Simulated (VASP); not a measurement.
# Re (Fm-3m) in VASP: a series of runs, part 2 of 2

VASP 6.6.1.

## 3. Single point, PBEsol+D4+U

Input file INCAR:

```
SYSTEM = Re
  PREC = Accurate
  ENCUT = 520
  EDIFF = 1E-7
  ISMEAR = -1
  SIGMA = 0.15
  LREAL = .FALSE.
  LASPH = .TRUE.
  NELM = 150
  ALGO = Normal
  ISIF = 2
  LWAVE = .FALSE.
  LCHARG = .FALSE.
  LMAXMIX = 4
  LDAU = .TRUE.
  LDAUTYPE = 2
  LDAUL = 2
  LDAUU = 7
  LDAUJ = 0
  LDAUPRINT = 1
  GGA = PS
  IVDW = 13
  NBANDS = 10
```

Input file KPOINTS:

```
Automatic mesh
0
G
  12 12 12
  0 0 0
```

Input file POSCAR:

```
Re
1.0
    2.7930717900      0.0000000000      0.0000000000
    1.3965358950      2.4188711247      0.0000000000
    1.3965358950      0.8062903749      2.2805335668
Re
1
Direct
    0.0000000000      0.0000000000      0.0000000000
```

Potentials or basis: VASP PAW PBE potentials, release 64 (Re).

Command:

```console
$ cat potpaw_PBE.64/Re/POTCAR > POTCAR
$ mpirun -np 1 vasp_std > vasp.out
```

OUTCAR:

```text
SYSTEM = Re
   PREC = Accurate
   ENCUT = 520
   EDIFF = 1E-7
   ISMEAR = -1
   LREAL = .FALSE.
   LASPH = .TRUE.
   NELM = 150
   ISIF = 2
   GGA = PS
   IVDW = 13

 ion  position               nearest neighbor table
   1  0.000  0.000  0.000-

  LATTYP: Found a face centered cubic cell.
 ALAT       =     3.9500000061

  Lattice vectors:

 A1 = (   2.7930717900,   0.0000000000,   0.0000000000)
 A2 = (   1.3965358950,   2.4188711247,   0.0000000000)
 A3 = (   1.3965358950,   0.8062903749,   2.2805335668)
[... 527 lines left out ...]
     10      27.0969      0.00000

 [... further k-points ...]

------------------------ aborting loop because EDIFF is reached ----------------------------------------

  DFT-D4 for vdW energy calculation

  Edisp (eV):   -0.39466

  FORCE on cell =-STRESS in cart. coord.  units (eV):
  Direction    XX          YY          ZZ          XY          YZ          ZX
  --------------------------------------------------------------------------------------
  -------------------------------------------------------------------------------------
  Total      -1.69750    -1.69750    -1.69750    -0.00000     0.00000     0.00000
  in kB    -176.51781  -176.51781  -176.51781    -0.00000     0.00000     0.00000
  external pressure =     -176.52 kB  Pullay stress =        0.00 kB

 VOLUME and BASIS-vectors are now :
 -----------------------------------------------------------------------------
  energy-cutoff  :      520.00
  volume of cell :       15.41
      direct lattice vectors                 reciprocal lattice vectors
     2.793071790  0.000000000  0.000000000     0.358028749 -0.206707995 -0.146164625
     1.396535895  2.418871125  0.000000000     0.000000000  0.413415990 -0.146164625
     1.396535895  0.806290375  2.280533567     0.000000000  0.000000000  0.438493875

 POSITION                                       TOTAL-FORCE (eV/Angst)
 -----------------------------------------------------------------------------------
      0.00000      0.00000      0.00000         0.000000     -0.000000      0.000000
 -----------------------------------------------------------------------------------
    total drift:                               -0.000000      0.000000      0.000000

  FREE ENERGIE OF THE ION-ELECTRON SYSTEM (eV)
  ---------------------------------------------------
  free  energy   TOTEN  =        -4.8618106192 eV

  energy  without entropy=       -4.7816614327  energy(sigma->0) =       -4.82173603
```

OSZICAR:

```text
N       E                     dE             d eps       ncg     rms          rms(c)
DAV:   1     0.118788563865E+02    0.11879E+02   -0.33872E+03  2288   0.772E+02
DAV:   2    -0.507393839096E+01   -0.16953E+02   -0.15576E+02  2272   0.157E+02
[... 17 lines left out ...]
DAV:  20    -0.446715433065E+01   -0.20962E-04   -0.64623E-04  1564   0.118E+00    0.166E-01
DAV:  21    -0.446715342616E+01    0.90449E-06   -0.11531E-05  1714   0.113E-01    0.622E-02
DAV:  22    -0.446715316504E+01    0.26112E-06   -0.92855E-06  1614   0.115E-01    0.982E-02
DAV:  23    -0.446715244361E+01    0.72143E-06   -0.76981E-06  1554   0.957E-02    0.585E-02
DAV:  24    -0.446715293606E+01   -0.49245E-06   -0.30105E-06  1634   0.670E-02    0.332E-02
DAV:  25    -0.446715314971E+01   -0.21365E-06   -0.13306E-06  1554   0.489E-02    0.162E-02
DAV:  26    -0.446715320568E+01   -0.55970E-07   -0.44986E-07  1474   0.258E-02
   1 F= -.48618106E+01 E0= -.48217360E+01  d E =-.801492E-01
```

stdout:

```text
POSCAR found type information on POSCAR Re
 POSCAR found :  1 types and       1 ions
 scaLAPACK will be used
 -----------------------------------------------------------------------------
|                                                                             |
|                                                                             |
|     You enforced a specific xc type in the INCAR file but a different       |
|     I HOPE YOU KNOW WHAT YOU ARE DOING!                                     |
|                                                                             |
 -----------------------------------------------------------------------------

 LDA part: xc-table for (Slater+PW92), standard interpolation
 POSCAR, INCAR and KPOINTS ok, starting setup
 FFT: planning ... GRIDC
 FFT: planning ... GRID_SOFT
 FFT: planning ... GRID
 WAVECAR not read
 entering main loop
```

Run time: 9.7 s. Hardware: 1 thread of Intel Xeon 6975P-C (Granite Rapids), shared host; peak memory 0.15 GiB.

Results:

- Free energy: -4.8618 eV
- Pressure: -17.7 GPa
- Band gap on the k mesh: zero (an odd number of electrons rules out a gap without spin polarisation)
- Dispersion energy per atom: -0.395 eV

Eigenvalues of the final occupation matrices:
| site | spin | trace | eigenvalues |
| --- | --- | --- | --- |
| site 1 d | 1 | 2.39 | 0.42 0.42 0.42 0.57 0.57 |
| site 1 d | 2 | 2.39 | 0.42 0.42 0.42 0.57 0.57 |

Caveat: the cell stands under tension; the PAW data sets were made with another functional, which shifts forces and pressure a little; spin-orbit coupling is left out, which moves the levels of the heavy elements; U without spin polarisation on a metal has little footing; the U is typed as a test and isn't derived for this compound.

## 4. Single point, B3LYP+D4

This run uses another cell than the first one, of 13.90 Å³/atom.

Input file POSCAR:

```
Re
1.0
    0.0000000000      1.9085350004      1.9085350004
    1.9085350004      0.0000000000      1.9085350004
    1.9085350004      1.9085350004      0.0000000000
Re
1
Direct
    0.0000000000      0.0000000000      0.0000000000
```

Input file INCAR.step1:

```
  ALGO = Normal
  EDIFF = 1E-5
  ENCUT = 520
  GGA = PE
  ISIF = 2
  ISMEAR = 1
  LASPH = True
  LCHARG = False
  LREAL = False
  LWAVE = True
  NBANDS = 10
  NELM = 80
  PREC = Accurate
  SIGMA = 0.01
```

Input file INCAR.step2:

```
  AEXX = 0.2
  AGGAC = 0.81
  AGGAX = 0.72
  ALDAC = 0.19
  ALGO = Normal
  EDIFF = 1E-6
  ENCUT = 520
  GGA = B3
  ISIF = 2
  ISMEAR = 1
  ISTART = 1
  IVDW = 13
  LASPH = True
  LCHARG = False
  LHFCALC = True
  LREAL = False
  LWAVE = False
  NBANDS = 10
  NELM = 80
  PREC = Accurate
  PRECFOCK = Normal
  SIGMA = 0.01
```

Input file KPOINTS:

```
k-points
0
Gamma
  8 8 8
```

Command:

```console
$ cat potpaw_PBE.64/Re/POTCAR > POTCAR
$ cp INCAR.step1 INCAR
$ mpirun -np 1 vasp_std > vasp.out
$ cp INCAR.step2 INCAR
$ mpirun -np 1 vasp_std > vasp.out
```

Wall time 28 min (1 thread of Oxide Virtual Turin-like, shared host); peak memory 0.11 GiB.

It converged, with:

* Free energy: -14.5249 eV
* Pressure: 20.7 GPa
* Band gap on the k mesh: zero (an odd number of electrons rules out a gap without spin polarisation)
* Dispersion energy per atom: -1.261 eV

Levels at points of the mesh, in eV from the Fermi level:
```tsv
k point	band 1	band 2	band 3	band 4	band 5	band 6	band 7	band 8	band 9
(0.00, 0.00, 0.00)	-11.79	-2.91	-2.91	-2.91	1.90	1.90	15.19	21.44	21.44
(0.50, 0.00, 0.00)	-8.52	-3.14	-3.14	0.46	4.81	4.81	11.96	14.73	22.30
(0.50, 0.50, 0.00)	-8.50	-7.69	3.61	4.86	5.64	5.64	14.00	14.00	15.46
```

Caveat: the cell stands under pressure; the PAW data sets were made with another functional, which shifts forces and pressure a little; spin-orbit coupling is left out, which moves the levels of the heavy elements.

## 5. Single point, B3LYP+D4

This run uses another cell than the first one, of 14.50 Å³/atom.

Input file POSCAR:

```
Re
1.0
    0.0000000000      1.9352312552      1.9352312552
    1.9352312552      0.0000000000      1.9352312552
    1.9352312552      1.9352312552      0.0000000000
Re
1
Direct
    0.0000000000      0.0000000000      0.0000000000
```

Input file INCAR.step1:

```
  PREC = Accurate
  ENCUT = 520
  EDIFF = 1E-5
  ISMEAR = 1
  SIGMA = 0.01
  LREAL = F
  LASPH = T
  NELM = 60
  ALGO = Normal
  ISIF = 2
  LWAVE = T
  LCHARG = F
  NBANDS = 10
  GGA = PE
```

Input file INCAR.step2:

```
  PREC = Accurate
  ENCUT = 520
  EDIFF = 1E-6
  ISMEAR = 1
  SIGMA = 0.01
  LREAL = F
  LASPH = T
  NELM = 60
  ALGO = Normal
  ISIF = 2
  LWAVE = F
  LCHARG = F
  GGA = B3
  LHFCALC = T
  AEXX = 0.2
  AGGAX = 0.72
  AGGAC = 0.81
  ALDAC = 0.19
  PRECFOCK = Normal
  IVDW = 13
  NBANDS = 10
  ISTART = 1
```

Input file KPOINTS:

```
Automatic mesh
0
Gamma
  8 8 8
```

Command:

```console
$ cat potpaw_PBE.64/Re/POTCAR > POTCAR
$ cp INCAR.step1 INCAR
$ mpirun -np 1 vasp_std > vasp.out
$ cp INCAR.step2 INCAR
$ mpirun -np 1 vasp_std > vasp.out
```

Run time: 30 min. Hardware: 1 thread of Oxide Virtual Turin-like, shared host; peak memory 0.12 GiB.

The run converged. Its results:

```yaml
Free_energy: -14.5656 eV
Pressure: 1.7 GPa
Band_gap_on_the_k_mesh: zero (an odd number of electrons rules out a gap without spin polarisation)
Dispersion_energy_per_atom: -1.212 eV
```

Levels at points of the mesh, in eV from the Fermi level:
| k point | band 1 | band 2 | band 3 | band 4 | band 5 | band 6 | band 7 | band 8 | band 9 |
| --- | --- | --- | --- | --- | --- | --- | --- | --- | --- |
| (0.00, 0.00, 0.00) | -11.49 | -2.77 | -2.77 | -2.77 | 1.81 | 1.81 | 15.14 | 21.14 | 21.14 |
| (0.50, 0.00, 0.00) | -8.18 | -2.98 | -2.98 | 0.36 | 4.54 | 4.54 | 11.29 | 14.68 | 21.76 |
| (0.50, 0.50, 0.00) | -8.09 | -7.31 | 3.38 | 4.58 | 5.31 | 5.31 | 13.62 | 13.62 | 14.61 |

Caveat: the PAW data sets were made with another functional, which shifts forces and pressure a little; spin-orbit coupling is left out, which moves the levels of the heavy elements.

## 6. The runs side by side

| level | spin | U | cell | k mesh | smearing | grid for exact exchange (PRECFOCK) | share of exact exchange | gap on the mesh (eV) | pressure (GPa) |
| --- | --- | --- | --- | --- | --- | --- | --- | --- | --- |
| PBE | collinear | - | a = 2.793 Å, angles 60.0°, 1 atom | 12 × 12 × 12 | gaussian 0.1 eV | - | - | none | -9.8 |
| PBEsol+D4+U | off | Re d U = 7.0 eV | a = 2.793 Å, angles 60.0°, 1 atom | 12 × 12 × 12 | fermi-dirac 0.15 eV | - | - | none | -17.7 |
| B3LYP+D4 | off | - | a = 2.699 Å, angles 60.0°, 1 atom | 8 × 8 × 8 | methfessel-paxton 0.01 eV | Normal | 0.2 | none | 20.7 |
| B3LYP+D4 | off | - | a = 2.737 Å, angles 60.0°, 1 atom | 8 × 8 × 8 | methfessel-paxton 0.01 eV | Normal | 0.2 | none | 1.7 |

Alike in all rows: task single point; potentials or basis VASP PAW PBE potentials, release 64 (Re); cutoff (eV) 520.

Caveats: spin-orbit coupling is left out, which moves the levels of the heavy elements; the PAW data sets were made with another functional, which shifts forces and pressure a little (at least some runs); the cell stands under tension (at least some runs); U without spin polarisation on a metal has little footing (at least some runs); the U is typed as a test and isn't derived for this compound (at least some runs); the cell stands under pressure (at least some runs).

Absolute energies hang on the potentials; compare differences alone.
